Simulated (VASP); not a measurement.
Here is a VASP 6.6.1 calculation.

File INCAR:

```
SYSTEM = W
ALGO = Normal
EDIFF = 1E-6
ENCUT = 520
GGA = PE
ISIF = 2
ISMEAR = -1
LASPH = .True.
LCHARG = .False.
LREAL = .False.
LWAVE = .False.
NBANDS = 13
NELM = 100
PREC = Accurate
SIGMA = 0.1
```

The input KPOINTS:

```
k-points
0
Gamma
  18 18 18
  0 0 0
```

Contents of POSCAR:

```
W
1.0
    0.0000000000      1.7982518503      1.7982518503
    1.7982518503      0.0000000000      1.7982518503
    1.7982518503      1.7982518503      0.0000000000
W
1
Direct
    0.0000000000      0.0000000000      0.0000000000
```

Potentials or basis: VASP PAW PBE potentials, release 64 (W_sv).

Run with:

```sh
$ cat potpaw_PBE.64/W_sv/POTCAR > POTCAR
$ mpirun -np 1 vasp_std > vasp.out
```

Problem. Estimate the band gap on the k mesh.

Solution. Zero (band 7 reaches 22.01 eV, above the bottom of band 8 at 14.67 eV).

Problem. Estimate the pressure.

Solution. 196.3 GPa.

Caveat: spin-orbit coupling is left out, which moves the levels of the heavy elements.
